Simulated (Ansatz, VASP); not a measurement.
# HfB2 in VASP and in Ansatz

```xyz
3
Lattice="3.2342 0.0000 0.0000 -1.6171 2.8009 0.0000 0.0000 0.0000 3.4800" Properties=species:S:1:pos:R:3 pbc="T T T"
Hf    0.0000    0.0000    0.0000
B     0.0000    1.8673    1.7400
B     1.6171    0.9336    1.7400
```

Change from the starting cell: equal xx and yy strain of +3 %.

Alike in both runs: task single point; functional PBEsol; k mesh 13 × 13 × 11; occupations fermi-dirac, width 0.05 eV; no spin polarisation.

|  | VASP | Ansatz |
| --- | --- | --- |
| version | VASP 6.6.1 | Ansatz 0.2.0 |
| potentials or method | VASP PAW PBE potentials, release 64 (Hf_pv, B), cutoff 520 eV | all-electron LAPW, scalar-relativistic |

|  | VASP | Ansatz | Ansatz less VASP |
| --- | --- | --- | --- |
| pressure (GPa) | -18.0 | -17.7 | +0.28 |
| traceless stress, the component that is largest in VASP (GPa) | 6.50 | 6.45 | -0.050 |

VASP's potentials were made for PBE, not for PBEsol. Ansatz ran all-electron here, and VASP with PAW potentials.

Spin-orbit coupling is off throughout.
